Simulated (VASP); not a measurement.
# Ca in VASP: a series of runs

Ca is run at these levels: PBEsol; tasks: single point.

Program: VASP 6.6.1. These are calculated values, not measurements. Logs are shortened: lines on timing, memory, paths and dates and some standing lists are left out, and cuts for length are marked.

## Step 1: The cell of the first run

It takes space group Cmcm (No. 63, orthorhombic). The conventional cell has a = 3.943 Å, b = 6.791 Å, c = 6.509 Å, α = 90.00°, β = 90.00°, γ = 90.00°. Within 5.2 Å of Ca (site symmetry m2m) lie 12 Ca at 3.93 to 3.98 Å.

## Step 2: Single point, PBEsol

Input file INCAR:

```
  PREC = Accurate
  ENCUT = 520
  EDIFF = 1E-7
  ISMEAR = -1
  SIGMA = 0.05
  LREAL = F
  LASPH = T
  NELM = 100
  ALGO = Normal
  ISIF = 2
  LWAVE = F
  LCHARG = F
  GGA = PS
  NBANDS = 17
```

Input file KPOINTS:

```
regular mesh
0
Gamma
  3 3 2
```

Input file POSCAR:

```
Ca
1.0
    1.9712759950     -3.3954901800      0.0000000000
    1.9712759950      3.3954901800      0.0000000000
    0.0000000000      0.0000000000      6.5091117400
Ca
2
Direct
    0.8355866000      0.1644134000      0.2500000000
    0.1644134000      0.8355866000      0.7500000000
```

Potentials or basis: VASP PAW PBE potentials, release 64 (Ca_sv).

Launch:

```sh
$ cat potpaw_PBE.64/Ca_sv/POTCAR > POTCAR
$ mpirun -np 1 vasp_std > vasp.out
```

OUTCAR:

```text
PREC = Accurate
   ENCUT = 520
   EDIFF = 1E-7
   ISMEAR = -1
   LREAL = F
   LASPH = T
   NELM = 100
   ISIF = 2
   GGA = PS

 ion  position               nearest neighbor table
   1  0.836  0.164  0.250-
   2  0.164  0.836  0.750-

  LATTYP: Found a base centered orthorhombic cell.
 ALAT       =     3.9425519900
 B/A-ratio  =     1.7224834009
 C/A-ratio  =     1.6509894496

  Lattice vectors:

 A1 = (   1.9712759950,  -3.3954901800,   0.0000000000)
 A2 = (   1.9712759950,   3.3954901800,   0.0000000000)
 A3 = (   0.0000000000,   0.0000000000,   6.5091117400)

Analysis of symmetry for initial positions (statically):
=====================================================================
 Subroutine PRICEL returns:
 Original cell was already a primitive cell.

 Routine SETGRP: Setting up the symmetry group for a
 base centered orthorhombic supercell.

 Subroutine GETGRP returns: Found  8 space group operations
 (whereof  4 operations were pure point group operations)
 out of a pool of  8 trial point group operations.

The static configuration has the point symmetry C_2h.
 The point group associated with its full space group is D_2h.

Analysis of symmetry for dynamics (positions and initial velocities):
=====================================================================
 Subroutine PRICEL returns:
 Original cell was already a primitive cell.

 Routine SETGRP: Setting up the symmetry group for a
 base centered orthorhombic supercell.

 Subroutine GETGRP returns: Found  8 space group operations
 (whereof  4 operations were pure point group operations)
 out of a pool of  8 trial point group operations.

The dynamic configuration has the point symmetry C_2h.
 The point group associated with its full space group is D_2h.

 Subroutine INISYM returns: Found  8 space group operations
 (whereof  4 operations are pure point group operations),
 and found     1 'primitive' translations

----------------------------------------------------------------------------------------

                                     Primitive cell

  volume of cell :      87.1368

  direct lattice vectors                    reciprocal lattice vectors
     1.971275995 -3.395490180  0.000000000     0.253642819 -0.147254144  0.000000000
     1.971275995  3.395490180  0.000000000     0.253642819  0.147254144  0.000000000
     0.000000000  0.000000000  6.509111740     0.000000000  0.000000000  0.153630793
[... 64 lines left out ...]
   LASPH  =      T    aspherical Exc in radial PAW
   ENCUT  =  520.0 eV  38.22 Ry    6.18 a.u.   7.30  7.30 12.10*2*pi/ulx,y,z
   NELM   =    100;   NELMIN=  2; NELMDL= -5     # of ELM steps
   EDIFF  = 0.1E-06   stopping-criterion for ELM
   LREAL  =      F    real-space projection
   EDIFFG = 0.1E-05   stopping-criterion for IOM
   NSW    =      0    number of steps for IOM
   IBRION =     -1    ionic relax: 0-MD 1-quasi-New 2-CG
   NFREE  =      0    steps in history (QN), initial steepest desc. (CG)
   ISIF   =      2    stress and relaxation
   ISYM   =      2    0-nonsym 1-usesym 2-fastsym
   POTIM  = 0.5000    time-step for ionic-motion
   TEBEG  =    0.0;   TEEND  =   0.0 temperature during run
   PSTRESS=    0.0 pullay stress
   NELECT =      20.0000    total number of electrons
   NUPDOWN=      -1.0000    fix difference up-down
   EMIN   =  10.00;   EMAX   =-10.00  energy-range for DOS
   EFERMI =   0.00;   METHOD = LEGACY
   ISMEAR =    -1;   SIGMA  =   0.05  broadening in eV -4-tet -1-fermi 0-gaus
   EFERMI_NEDOS =   21; number of points for ismear=-14 and -15
   IALGO  =     38    algorithm
   IMIX   =      4    mixing-type and parameters
     AMIX     =   0.40;   BMIX     =  1.00
     AMIX_MAG =   1.60;   BMIX_MAG =  1.00
  volume/ion in A,a.u.               =      43.57       294.01
  Fermi-wavevector in a.u.,A,eV,Ry     =   1.002346  1.894159 13.669737  1.004697
  Thomas-Fermi vector in A             =   2.134827
   LORBIT       =      0    0 simple, 1 ext, 2 COOP (PROOUT), +10 PAW based schemes
   GGA     = PS    functional components
   LHFCALC =     F    Hartree Fock is set to
   AEXX    =    0.0000 exact exchange contribution
   IVDW    =     0    specifies the selected vdW correction
   LEPSILON=     F    determine dielectric tensor
   LRPA    =     F    only Hartree local field effects (RPA)
 non-spin polarized calculation
  energy-cutoff  :      520.00
  volume of cell :       87.14
 maximum number of plane-waves:      2364
 NGX is ok and might be reduce to    30
   NGX = 15   NGY = 15   NGZ = 25

 number of electron      20.0000001 magnetization

 Free energy of the ion-electron system (eV)
  ---------------------------------------------------
  ext. energy  EPLUGINS =         0.00000000
  ---------------------------------------------------
  free energy    TOTEN  =        -4.05803730 eV

  energy without entropy =       -4.01062398  energy(sigma->0) =       -4.03433064

 E-fermi :   1.8986     XC(G=0):  -7.7031

 val. band max:        1.8370467670   @ k =  -0.3333   0.3333   0.0000
 cond. band min:       1.9570207854   @ k =   0.3333   0.0000   0.0000
 fundamental gap:      0.1199740184
 Fermi energy:         1.8986033822

 k-point     1 :       0.0000    0.0000    0.0000
  band No.  band energies     occupation
      1     -40.0915      2.00000
      2     -40.0803      2.00000
      3     -21.1889      2.00000
      4     -21.1195      2.00000
      5     -21.1190      2.00000
      6     -21.1038      2.00000
[... 137 lines left out ...]
      4     -21.1976      2.00000
      5     -21.1301      2.00000
      6     -21.1301      2.00000
[... 9 lines left out ...]
     16       4.6128      0.00000
     17       5.5048      0.00000

------------------------ aborting loop because EDIFF is reached ----------------------------------------

  FORCE on cell =-STRESS in cart. coord.  units (eV):
  Direction    XX          YY          ZZ          XY          YZ          ZX
  --------------------------------------------------------------------------------------
  -------------------------------------------------------------------------------------
  Total       -0.8950346     -0.7861803     -0.2207491      0.0000000     -0.0000000      0.0000000
  in kB      -16.4569282    -14.4554322     -4.0588959      0.0000000     -0.0000000      0.0000000
  external PRESSURE =     -11.6570855 kB  Pullay stress =       0.0000000 kB

 VOLUME and BASIS-vectors are now :
 -----------------------------------------------------------------------------
  energy-cutoff  :      520.00
  volume of cell :       87.14
      direct lattice vectors                 reciprocal lattice vectors
     1.971275995 -3.395490180  0.000000000     0.253642819 -0.147254144  0.000000000
     1.971275995  3.395490180  0.000000000     0.253642819  0.147254144  0.000000000
     0.000000000  0.000000000  6.509111740     0.000000000  0.000000000  0.153630793

 POSITION                                       TOTAL-FORCE (eV/Angst)
 -----------------------------------------------------------------------------------
      1.97128     -2.27896      1.62728         0.000000      0.014869     -0.000000
      1.97128      2.27896      4.88183         0.000000     -0.014869      0.000000
 -----------------------------------------------------------------------------------
    total drift:                                0.000000     -0.000000      0.000000

  FREE ENERGIE OF THE ION-ELECTRON SYSTEM (eV)
  ---------------------------------------------------
  free  energy   TOTEN  =        -4.0580373020 eV

  energy  without entropy=       -4.0106239794  energy(sigma->0) =       -4.03433064
```

OSZICAR:

```text
N       E                     dE             d eps       ncg     rms          rms(c)
DAV:   1     0.164068544603E+03    0.16407E+03   -0.10010E+04   272   0.105E+03
DAV:   2     0.510185912142E+01   -0.15897E+03   -0.15689E+03   292   0.312E+02
DAV:   3    -0.378384992380E+01   -0.88857E+01   -0.87911E+01   541   0.512E+01
DAV:   4    -0.405537226568E+01   -0.27152E+00   -0.27098E+00   310   0.102E+01
DAV:   5    -0.407294566283E+01   -0.17573E-01   -0.17494E-01   471   0.151E+00    0.357E+00
DAV:   6    -0.406217593569E+01    0.10770E-01   -0.23421E-02   325   0.152E+00    0.216E+00
DAV:   7    -0.405844642763E+01    0.37295E-02   -0.37173E-02   299   0.212E+00    0.127E-01
DAV:   8    -0.405798992627E+01    0.45650E-03   -0.33312E-03   389   0.422E-01    0.359E-02
DAV:   9    -0.405803627907E+01   -0.46353E-04   -0.23125E-04   464   0.918E-02    0.124E-02
DAV:  10    -0.405803869302E+01   -0.24139E-05   -0.16342E-05   344   0.409E-02    0.788E-03
DAV:  11    -0.405803739926E+01    0.12938E-05   -0.10880E-06   376   0.107E-02    0.970E-04
DAV:  12    -0.405803728756E+01    0.11170E-06   -0.90122E-08   279   0.186E-03    0.258E-04
DAV:  13    -0.405803730195E+01   -0.14390E-07   -0.55239E-09   264   0.581E-04
   1 F= -.40580373E+01 E0= -.40343306E+01  d E =-.474133E-01
```

Wall time 15 s (1 thread of Intel Xeon Platinum 8488C (Sapphire Rapids), shared host); peak memory 0.19 GiB.

Results:

| Item | Value |
| --- | --- |
| Free energy | -4.0580 eV |
| Pressure | -1.2 GPa |
| Largest force | 0.015 eV/Å |
| Band gap on the k mesh | zero (bands 10 and 11 overlap by 0.41 eV) |

Forces in eV/Å, atoms in the order of the input:
```
Ca   0.000  0.015  0.000
Ca   0.000 -0.015  0.000
```

Stress tensor (GPa, compression positive):
```
-1.65  0.00  0.00
 0.00 -1.45  0.00
 0.00  0.00 -0.41
```

Levels at points of the mesh, in eV from the Fermi level:
```tsv
k point	band 6	band 7	band 8	band 9	band 10	band 11	band 12	band 13	band 14	band 15
(0.00, 0.00, 0.00)	-23.00	-23.00	-22.97	-4.10	-1.17	-0.35	2.12	2.15	2.18	2.43
(0.00, 0.00, 0.50)	-23.01	-23.01	-23.01	-3.12	-3.12	1.26	1.26	2.14	2.14	2.19
```

Caveat: the k points lie up to 0.61 Å⁻¹ apart; the PAW data sets were made with another functional, which shifts forces and pressure a little.

## Step 3: Single point, PBEsol

Input file INCAR:

```
SYSTEM = Ca
  PREC = Accurate
  ENCUT = 520
  EDIFF = 1E-7
  ISMEAR = -1
  SIGMA = 0.05
  LREAL = .FALSE.
  LASPH = .TRUE.
  NELM = 100
  ALGO = Normal
  ISIF = 2
  LWAVE = .FALSE.
  LCHARG = .TRUE.
  GGA = PS
  LELF = .TRUE.
  LVHAR = .TRUE.
  NBANDS = 17
```

Input file KPOINTS:

```
Automatic mesh
0
G
  6 6 3
  0 0 0
```

POSCAR is that of step 2.

Potentials or basis: VASP PAW PBE potentials, release 64 (Ca_sv).

Launch:

```sh
$ cat potpaw_PBE.64/Ca_sv/POTCAR > POTCAR
$ mpirun -np 1 vasp_std > vasp.out
```

OUTCAR:

```text
SYSTEM = Ca
   PREC = Accurate
   ENCUT = 520
   EDIFF = 1E-7
   ISMEAR = -1
   LREAL = .FALSE.
   LASPH = .TRUE.
   NELM = 100
   ISIF = 2
   GGA = PS

 ion  position               nearest neighbor table
   1  0.836  0.164  0.250-
   2  0.164  0.836  0.750-

  LATTYP: Found a base centered orthorhombic cell.
 ALAT       =     3.9425519900
 B/A-ratio  =     1.7224834009
 C/A-ratio  =     1.6509894496

  Lattice vectors:

 A1 = (   1.9712759950,  -3.3954901800,   0.0000000000)
 A2 = (   1.9712759950,   3.3954901800,   0.0000000000)
 A3 = (   0.0000000000,   0.0000000000,   6.5091117400)

Analysis of symmetry for initial positions (statically):
=====================================================================
 Subroutine PRICEL returns:
 Original cell was already a primitive cell.

 Routine SETGRP: Setting up the symmetry group for a
 base centered orthorhombic supercell.

 Subroutine GETGRP returns: Found  8 space group operations
 (whereof  4 operations were pure point group operations)
 out of a pool of  8 trial point group operations.

The static configuration has the point symmetry C_2h.
[... 161 lines left out ...]
  energy without entropy =       -4.19416205  energy(sigma->0) =       -4.20933522

 E-fermi :   1.8092     XC(G=0):  -7.7090

 val. band max:        1.8037539599   @ k =   0.5000   0.1667   0.0000
 cond. band min:       1.8100524792   @ k =   0.3333   0.0000   0.0000
 fundamental gap:      0.0062985193
 Fermi energy:         1.8091972317

 k-point     1 :       0.0000    0.0000    0.0000
  band No.  band energies     occupation
      1     -40.1381      2.00000
      2     -40.1269      2.00000
      3     -21.2450      2.00000
      4     -21.1563      2.00000
      5     -21.1537      2.00000
      6     -21.1393      2.00000
[... 457 lines left out ...]
      4     -21.2415      2.00000
      5     -21.1930      2.00000
      6     -21.1811      2.00000
[... 9 lines left out ...]
     16       4.8759      0.00000
     17       5.3638      0.00000

 [... further k-points ...]

------------------------ aborting loop because EDIFF is reached ----------------------------------------

  FORCE on cell =-STRESS in cart. coord.  units (eV):
  Direction    XX          YY          ZZ          XY          YZ          ZX
  --------------------------------------------------------------------------------------
  -------------------------------------------------------------------------------------
  Total       -0.6975692     -0.6197753     -0.3899968      0.0000000      0.0000000      0.0000000
  in kB      -12.8261477    -11.3957571     -7.1708390      0.0000000      0.0000000      0.0000000
  external PRESSURE =     -10.4642479 kB  Pullay stress =       0.0000000 kB

 VOLUME and BASIS-vectors are now :
 -----------------------------------------------------------------------------
  energy-cutoff  :      520.00
  volume of cell :       87.14
      direct lattice vectors                 reciprocal lattice vectors
     1.971275995 -3.395490180  0.000000000     0.253642819 -0.147254144  0.000000000
     1.971275995  3.395490180  0.000000000     0.253642819  0.147254144  0.000000000
     0.000000000  0.000000000  6.509111740     0.000000000  0.000000000  0.153630793

 POSITION                                       TOTAL-FORCE (eV/Angst)
 -----------------------------------------------------------------------------------
      1.97128     -2.27896      1.62728         0.000000      0.015599     -0.000000
      1.97128      2.27896      4.88183         0.000000     -0.015599      0.000000
 -----------------------------------------------------------------------------------
    total drift:                                0.000000     -0.000000      0.000000

  FREE ENERGIE OF THE ION-ELECTRON SYSTEM (eV)
  ---------------------------------------------------
  free  energy   TOTEN  =        -4.2245083997 eV

  energy  without entropy=       -4.1941620459  energy(sigma->0) =       -4.20933522
```

Wall time 34 s (1 thread of Intel Xeon Platinum 8488C (Sapphire Rapids), shared host); peak memory 0.2 GiB.

Results:

* Free energy: -4.2245 eV
* Pressure: -1.0 GPa
* Largest force: 0.016 eV/Å
* Band gap on the k mesh: zero (bands 10 and 11 overlap by 0.33 eV)

Forces on the atoms (eV/Å):
```
Ca   0.000  0.016  0.000
Ca   0.000 -0.016  0.000
```

Caveat: the PAW data sets were made with another functional, which shifts forces and pressure a little.

## Step 4: Single point, PBEsol

Input file INCAR:

```
SYSTEM = Ca
PREC     = Accurate       ! precision mode
ENCUT    = 520            ! plane-wave cutoff, eV
EDIFF    = 1E-6           ! SCF threshold, eV
ISMEAR   = -1             ! smearing method
SIGMA    = 0.05           ! smearing width, eV
LREAL    = .False.        ! projectors in reciprocal space
LASPH    = .True.         ! aspherical terms in the spheres
NELM     = 100            ! most SCF steps
ALGO     = Normal         ! electronic algorithm
ISIF     = 2              ! what is computed and relaxed
LWAVE    = .False.        ! write WAVECAR
LCHARG   = .True.         ! write CHGCAR
GGA      = PS             ! functional
LELF     = .True.         ! ELF
LVHAR    = .True.       
NBANDS   = 17             ! bands
```

Input file KPOINTS:

```
Automatic mesh
0
Gamma
  8 8 4
  0 0 0
```

POSCAR is that of step 3.

Launch:

```sh
$ cat potpaw_PBE.64/Ca_sv/POTCAR > POTCAR
$ mpirun -np 1 vasp_std > vasp.out
```

It took 70 s on 1 thread of Intel Xeon Platinum 8488C (Sapphire Rapids), shared host; peak memory 0.24 GiB.

It converged, with:

```yaml
Free_energy: -4.2546 eV
Pressure: -1.1 GPa
Largest_force: 0.016 eV/Å
Band_gap_on_the_k_mesh: zero (bands 10 and 11 overlap by 0.55 eV)
```

Forces in eV/Å, atoms in the order of the input:
```
Ca   0.000  0.016  0.000
Ca   0.000 -0.016  0.000
```

Stress tensor (GPa, compression positive):
```
-1.17  0.00  0.00
 0.00 -0.92  0.00
 0.00  0.00 -1.12
```

Levels at points of the mesh, in eV from the Fermi level:
| k point | band 6 | band 7 | band 8 | band 9 | band 10 | band 11 | band 12 | band 13 | band 14 | band 15 |
| --- | --- | --- | --- | --- | --- | --- | --- | --- | --- | --- |
| (0.00, 0.00, 0.00) | -22.94 | -22.94 | -22.93 | -4.01 | -1.07 | -0.26 | 2.19 | 2.24 | 2.27 | 2.51 |
| (0.50, 0.00, 0.00) | -22.98 | -22.96 | -22.95 | -1.11 | -0.68 | 0.23 | 0.39 | 1.34 | 1.84 | 2.21 |
| (0.50, 0.50, 0.00) | -22.98 | -22.96 | -22.96 | -1.08 | -0.67 | 0.25 | 0.40 | 1.30 | 1.83 | 2.19 |
| (0.00, 0.00, 0.50) | -22.95 | -22.95 | -22.95 | -3.03 | -3.03 | 1.34 | 1.34 | 2.23 | 2.23 | 2.27 |
| (0.50, 0.00, 0.50) | -22.97 | -22.96 | -22.96 | -0.67 | -0.67 | 0.08 | 0.08 | 1.43 | 1.43 | 2.84 |
| (0.50, 0.50, 0.50) | -22.97 | -22.96 | -22.96 | -0.66 | -0.66 | 0.12 | 0.12 | 1.41 | 1.41 | 2.82 |

Caveat: the PAW data sets were made with another functional, which shifts forces and pressure a little.

[end of part 1 of 2]

The gap in the log of VASP goes by the Fermi energy; the results here count the filled bands.